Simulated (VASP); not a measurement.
# MnAs (F-43m) in VASP: notebook

MnAs is run at these levels: PBE; tasks: single point.

Program: VASP 6.6.1. These are calculated values, not measurements. Logs are shortened: lines on timing, memory, paths and dates and some standing lists are left out, and cuts for length are marked.

## Step 1: The cell of the first run

Symmetry: F-43m, No. 216, cubic system. Conventional cell: a = 5.622 Å, b = 5.622 Å, c = 5.622 Å, α = 90.00°, β = 90.00°, γ = 90.00°. Mn (site symmetry -43m) has 4 As at 2.43 Å within 3.2 Å. Within 3.2 Å of As (site symmetry -43m) lie 4 Mn at 2.43 Å.

## Step 2: Single point, PBE, collinear spin, ferromagnetic start (volume scaled by 0.980)

Input file INCAR:

```
PREC = Accurate
ENCUT = 520
EDIFF = 1E-7
ISMEAR = 0
SIGMA = 0.05
LREAL = False
LASPH = True
NELM = 150
ALGO = Normal
ISIF = 2
LWAVE = False
LCHARG = False
ISPIN = 2
MAGMOM = 3.88 0
LORBIT = 11
LMAXMIX = 4
GGA = PE
NBANDS = 20
```

Input file KPOINTS:

```
regular mesh
0
Gamma
  12 12 12
```

Input file POSCAR:

```
MnAs
1.0
    0.0000000000      2.8109606322      2.8109606322
    2.8109606322      0.0000000000      2.8109606322
    2.8109606322      2.8109606322      0.0000000000
Mn As
1 1
Direct
    0.0000000000      0.0000000000      0.0000000000
    0.2500000000      0.2500000000      0.2500000000
```

Potentials or basis: VASP PAW PBE potentials, release 64 (Mn_pv, As).

The run is started by

```
$ cat potpaw_PBE.64/Mn_pv/POTCAR potpaw_PBE.64/As/POTCAR > POTCAR
$ mpirun -np 1 vasp_std > vasp.out
```

OUTCAR:

```text
PREC = Accurate
   ENCUT = 520
   EDIFF = 1E-7
   ISMEAR = 0
   LREAL = False
   LASPH = True
   NELM = 150
   ISIF = 2
   ISPIN = 2
   LORBIT = 11
   GGA = PE

 ion  position               nearest neighbor table
   1  0.000  0.000  0.000-   2 2.43   2 2.43   2 2.43   2 2.43
   2  0.250  0.250  0.250-   1 2.43   1 2.43   1 2.43   1 2.43

  LATTYP: Found a face centered cubic cell.
 ALAT       =     5.6219212644

  Lattice vectors:

 A1 = (   0.0000000000,   2.8109606322,   2.8109606322)
 A2 = (   2.8109606322,   0.0000000000,   2.8109606322)
 A3 = (   2.8109606322,   2.8109606322,   0.0000000000)

Analysis of symmetry for initial positions (statically):
=====================================================================
 Subroutine PRICEL returns:
 Original cell was already a primitive cell.

 Routine SETGRP: Setting up the symmetry group for a
 face centered cubic supercell.

 Subroutine GETGRP returns: Found 24 space group operations
 (whereof 24 operations were pure point group operations)
 out of a pool of 48 trial point group operations.

The static configuration has the point symmetry T_d .

Analysis of symmetry for dynamics (positions and initial velocities):
=====================================================================
 Subroutine PRICEL returns:
 Original cell was already a primitive cell.

 Routine SETGRP: Setting up the symmetry group for a
 face centered cubic supercell.

 Subroutine GETGRP returns: Found 24 space group operations
 (whereof 24 operations were pure point group operations)
 out of a pool of 48 trial point group operations.

The dynamic configuration has the point symmetry T_d .

Analysis of structural, dynamic, and magnetic symmetry:
=====================================================================
 Subroutine PRICEL returns:
 Original cell was already a primitive cell.

 Routine SETGRP: Setting up the symmetry group for a
 face centered cubic supercell.

 Subroutine GETGRP returns: Found 24 space group operations
 (whereof 24 operations were pure point group operations)
 out of a pool of 48 trial point group operations.

The overall configuration has the point symmetry T_d .

 Subroutine INISYM returns: Found 24 space group operations
 (whereof 24 operations are pure point group operations),
 and found     1 'primitive' translations

----------------------------------------------------------------------------------------

                                     Primitive cell

  volume of cell :      44.4216

  direct lattice vectors                    reciprocal lattice vectors
     0.000000000  2.810960632  2.810960632    -0.177875134  0.177875134  0.177875134
     2.810960632  0.000000000  2.810960632     0.177875134 -0.177875134  0.177875134
     2.810960632  2.810960632  0.000000000     0.177875134  0.177875134 -0.177875134

  length of vectors
     3.975298649  3.975298649  3.975298649     0.308088770  0.308088770  0.308088770

  position of ions in fractional coordinates (direct lattice)
     0.000000000  0.000000000  0.000000000
     0.250000000  0.250000000  0.250000000

  ion indices of the primitive-cell ions
   primitive index   ion index
                 1           1
                 2           2

----------------------------------------------------------------------------------------

 KPOINTS: regular mesh

Automatic generation of k-mesh.
 Grid dimensions read from file:
 generate k-points for:   12   12   12

 Generating k-lattice:

  Cartesian coordinates                     Fractional coordinates (reciprocal lattice)
    -0.014822928  0.014822928  0.014822928     0.083333333  0.000000000  0.000000000
     0.014822928 -0.014822928  0.014822928     0.000000000  0.083333333  0.000000000
     0.014822928  0.014822928 -0.014822928     0.000000000  0.000000000  0.083333333

  Length of vectors
     0.025674064  0.025674064  0.025674064

  Shift w.r.t. Gamma in fractional coordinates (k-lattice)
     0.000000000  0.000000000  0.000000000

 Subroutine IBZKPT returns following result:
 ===========================================

 Found     72 irreducible k-points:

 Following reciprocal coordinates:
            Coordinates               Weight
  0.000000  0.000000  0.000000      1.000000
  0.083333  0.000000  0.000000      8.000000
  0.166667  0.000000  0.000000      8.000000
  0.250000  0.000000  0.000000      8.000000
  0.333333  0.000000  0.000000      8.000000
  0.416667  0.000000  0.000000      8.000000
[... 16 lines left out ...]
  0.500000  0.166667  0.000000     24.000000
 -0.416667  0.166667  0.000000     24.000000
 [... further k-points ...]
   k-points           NKPTS =     72   k-points in BZ     NKDIM =     72   number of bands    NBANDS=     20
   number of dos      NEDOS =    301   number of ions     NIONS =      2
   total plane-waves  NPLWV =  27000
   dimension x,y,z NGX =    30 NGY =   30 NGZ =   30
   dimension x,y,z NGXF=    60 NGYF=   60 NGZF=   60
   ions per type =               1   1
   NGX,Y,Z   is equivalent  to a cutoff of  12.55, 12.55, 12.55 a.u.
   NGXF,Y,Z  is equivalent  to a cutoff of  25.09, 25.09, 25.09 a.u.
 SYSTEM =  unknown system
   PREC   = accura    normal or accurate (medium, high low for compatibility)
   ISTART =      0    job   : 0-new  1-cont  2-samecut
   ICHARG =      2    charge: 1-file 2-atom 10-const
   ISPIN  =      2    spin polarized calculation?
   LNONCOLLINEAR =      F non collinear calculations
   LSORBIT =      F    spin-orbit coupling
   LASPH  =      T    aspherical Exc in radial PAW
   ENCUT  =  520.0 eV  38.22 Ry    6.18 a.u.   7.39  7.39  7.39*2*pi/ulx,y,z
   NELM   =    150;   NELMIN=  2; NELMDL= -5     # of ELM steps
   EDIFF  = 0.1E-06   stopping-criterion for ELM
   LREAL  =      F    real-space projection
   EDIFFG = 0.1E-05   stopping-criterion for IOM
   NSW    =      0    number of steps for IOM
   IBRION =     -1    ionic relax: 0-MD 1-quasi-New 2-CG
   NFREE  =      0    steps in history (QN), initial steepest desc. (CG)
   ISIF   =      2    stress and relaxation
   ISYM   =      2    0-nonsym 1-usesym 2-fastsym
   POTIM  = 0.5000    time-step for ionic-motion
   TEBEG  =    0.0;   TEEND  =   0.0 temperature during run
   PSTRESS=    0.0 pullay stress
   NELECT =      18.0000    total number of electrons
   NUPDOWN=      -1.0000    fix difference up-down
   EMIN   =  10.00;   EMAX   =-10.00  energy-range for DOS
   EFERMI =   0.00;   METHOD = LEGACY
   ISMEAR =     0;   SIGMA  =   0.05  broadening in eV -4-tet -1-fermi 0-gaus
   EFERMI_NEDOS =   21; number of points for ismear=-14 and -15
   IALGO  =     38    algorithm
   IMIX   =      4    mixing-type and parameters
     AMIX     =   0.40;   BMIX     =  1.00
     AMIX_MAG =   1.60;   BMIX_MAG =  1.00
  volume/ion in A,a.u.               =      22.21       149.89
  Fermi-wavevector in a.u.,A,eV,Ry     =   1.211437  2.289284 19.967639  1.467580
  Thomas-Fermi vector in A             =   2.346953
   LORBIT       =     11    0 simple, 1 ext, 2 COOP (PROOUT), +10 PAW based schemes
   GGA     = PE    functional components
   LHFCALC =     F    Hartree Fock is set to
   AEXX    =    0.0000 exact exchange contribution
   IVDW    =     0    specifies the selected vdW correction
   LEPSILON=     F    determine dielectric tensor
   LRPA    =     F    only Hartree local field effects (RPA)
 spin polarized calculation
 Gauss-broadening in eV      SIGMA  =   0.05
  energy-cutoff  :      520.00
  volume of cell :       44.42
 maximum number of plane-waves:      1243
 NGX is ok and might be reduce to    30
   NGX = 15   NGY = 15   NGZ = 15

 number of electron      17.9999988 magnetization       3.6474832

 Free energy of the ion-electron system (eV)
  ---------------------------------------------------
  ext. energy  EPLUGINS =         0.00000000
  ---------------------------------------------------
  free energy    TOTEN  =       -13.31177244 eV

  energy without entropy =      -13.31001562  energy(sigma->0) =      -13.31089403

 E-fermi :   4.0042     XC(G=0):  -9.6743

 val. band max:        3.9986342724   @ k =  -0.4167   0.4167   0.1667
 cond. band min:       4.0071323088   @ k =   0.4167   0.3333   0.0000
 fundamental gap:      0.0084980364
 Fermi energy:         4.0041508022

 spin component 1

 k-point     1 :       0.0000    0.0000    0.0000
  band No.  band energies     occupation
      1     -46.1711      1.00000
      2     -46.1711      1.00000
      3     -46.1711      1.00000
      4      -7.6902      1.00000
      5       0.2275      1.00000
      6       0.2275      1.00000
[... 12 lines left out ...]
     19      16.1720      0.00000
     20      16.6024      0.00000

 k-point     2 :       0.0833    0.0000    0.0000
  band No.  band energies     occupation
      1     -46.1714      1.00000
      2     -46.1712      1.00000
      3     -46.1712      1.00000
      4      -7.6285      1.00000
      5       0.1724      1.00000
      6       0.2462      1.00000
[... 12 lines left out ...]
     19      15.6953      0.00000
     20      16.6847      0.00000

 k-point     3 :       0.1667    0.0000    0.0000
  band No.  band energies     occupation
      1     -46.1721      1.00000
      2     -46.1713      1.00000
      3     -46.1713      1.00000
      4      -7.4522      1.00000
      5       0.0233      1.00000
      6       0.2936      1.00000
[... 12 lines left out ...]
     19      15.2982      0.00000
     20      17.8184      0.00000

 k-point     4 :       0.2500    0.0000    0.0000
  band No.  band energies     occupation
      1     -46.1731      1.00000
      2     -46.1714      1.00000
      3     -46.1714      1.00000
      4      -7.1899      1.00000
      5      -0.1810      1.00000
      6       0.3476      1.00000
[... 429 lines left out ...]
 k-point    23 :       0.5000    0.1667    0.0000
  band No.  band energies     occupation
      1     -46.1747      1.00000
      2     -46.1723      1.00000
      3     -46.1720      1.00000
      4      -6.4766      1.00000
      5      -0.4615      1.00000
      6       0.3381      1.00000
[... 12 lines left out ...]
     19      17.7955      0.00000
     20      19.6450      0.00000

 k-point    24 :      -0.4167    0.1667    0.0000
  band No.  band energies     occupation
      1     -46.1747      1.00000
      2     -46.1724      1.00000
      3     -46.1719      1.00000
      4      -6.4513      1.00000
      5      -0.4163      1.00000
      6       0.2770      1.00000
[... 12 lines left out ...]
     19      17.1191      0.00000
     20      20.2988      0.00000

 [... further k-points ...]

 spin component 2

 k-point     1 :       0.0000    0.0000    0.0000
  band No.  band energies     occupation
      1     -42.3922      1.00000
      2     -42.3922      1.00000
      3     -42.3922      1.00000
      4      -7.6848      1.00000
      5       1.9243      1.00000
      6       1.9243      1.00000
[... 12 lines left out ...]
     19      16.7782      0.00000
     20      17.1357      0.00000

 k-point     2 :       0.0833    0.0000    0.0000
  band No.  band energies     occupation
      1     -42.3925      1.00000
      2     -42.3922      1.00000
      3     -42.3922      1.00000
      4      -7.6265      1.00000
      5       1.7648      1.00000
      6       1.9403      1.00000
[... 12 lines left out ...]
     19      16.1795      0.00000
     20      17.3770      0.00000

 k-point     3 :       0.1667    0.0000    0.0000
  band No.  band energies     occupation
      1     -42.3935      1.00000
      2     -42.3924      1.00000
      3     -42.3924      1.00000
      4      -7.4603      1.00000
      5       1.3472      1.00000
      6       1.9821      1.00000
[... 12 lines left out ...]
     19      15.8655      0.00000
     20      18.5546      0.00000

 k-point     4 :       0.2500    0.0000    0.0000
  band No.  band energies     occupation
      1     -42.3948      1.00000
      2     -42.3926      1.00000
      3     -42.3926      1.00000
      4      -7.2138      1.00000
      5       0.7993      1.00000
      6       2.0341      1.00000
[... 429 lines left out ...]
 k-point    23 :       0.5000    0.1667    0.0000
  band No.  band energies     occupation
      1     -42.3971      1.00000
      2     -42.3938      1.00000
      3     -42.3934      1.00000
      4      -6.5485      1.00000
      5      -0.0199      1.00000
      6       1.7245      1.00000
[... 12 lines left out ...]
     19      18.2239      0.00000
     20      20.0787      0.00000

 k-point    24 :      -0.4167    0.1667    0.0000
  band No.  band energies     occupation
      1     -42.3971      1.00000
      2     -42.3939      1.00000
      3     -42.3933      1.00000
      4      -6.5250      1.00000
      5      -0.0335      1.00000
      6       1.6366      1.00000
[... 12 lines left out ...]
     19      17.7108      0.00000
     20      20.7185      0.00000

 [... further k-points ...]

------------------------ aborting loop because EDIFF is reached ----------------------------------------

  FORCE on cell =-STRESS in cart. coord.  units (eV):
  Direction    XX          YY          ZZ          XY          YZ          ZX
  --------------------------------------------------------------------------------------
  -------------------------------------------------------------------------------------
  Total        0.3000148      0.3000148      0.3000148      0.0000000      0.0000000      0.0000000
  in kB       10.8207918     10.8207918     10.8207918      0.0000000      0.0000000      0.0000000
  external PRESSURE =      10.8207918 kB  Pullay stress =       0.0000000 kB

 VOLUME and BASIS-vectors are now :
 -----------------------------------------------------------------------------
  energy-cutoff  :      520.00
  volume of cell :       44.42
      direct lattice vectors                 reciprocal lattice vectors
     0.000000000  2.810960632  2.810960632    -0.177875134  0.177875134  0.177875134
     2.810960632  0.000000000  2.810960632     0.177875134 -0.177875134  0.177875134
     2.810960632  2.810960632  0.000000000     0.177875134  0.177875134 -0.177875134

 POSITION                                       TOTAL-FORCE (eV/Angst)
 -----------------------------------------------------------------------------------
      0.00000      0.00000      0.00000         0.000000      0.000000      0.000000
      1.40548      1.40548      1.40548        -0.000000     -0.000000     -0.000000
 -----------------------------------------------------------------------------------
    total drift:                               -0.000001     -0.000001     -0.000001

  FREE ENERGIE OF THE ION-ELECTRON SYSTEM (eV)
  ---------------------------------------------------
  free  energy   TOTEN  =       -13.3117724384 eV

  energy  without entropy=      -13.3100156228  energy(sigma->0) =      -13.31089403

 total charge

# of ion       s       p       d       tot
------------------------------------------
    1        0.327   6.229   4.974  11.531
    2        1.228   1.575   0.036   2.839
--------------------------------------------------
tot          1.555   7.804   5.010  14.369

 magnetization (x)

# of ion       s       p       d       tot
------------------------------------------
    1        0.057   0.038   3.495   3.590
    2       -0.001  -0.179   0.018  -0.162
--------------------------------------------------
tot          0.056  -0.141   3.513   3.428
```

It took 2.3 min on 1 thread of Intel Xeon 6975P-C, shared host; peak memory 0.26 GiB.

What came out:

| Item | Value |
| --- | --- |
| Free energy | -13.3118 eV |
| Pressure | 1.1 GPa |
| Net moment | 3.65 μB per cell |
| Site moments | Mn +3.59; As -0.16 μB |
| Valence electrons inside the program's atomic spheres | Mn 11.53; As 2.84 |

Caveat: a cell with one magnetic atom can't hold antiferromagnetic order, which such compounds often take.

(Part 1 of 2 ends here.)
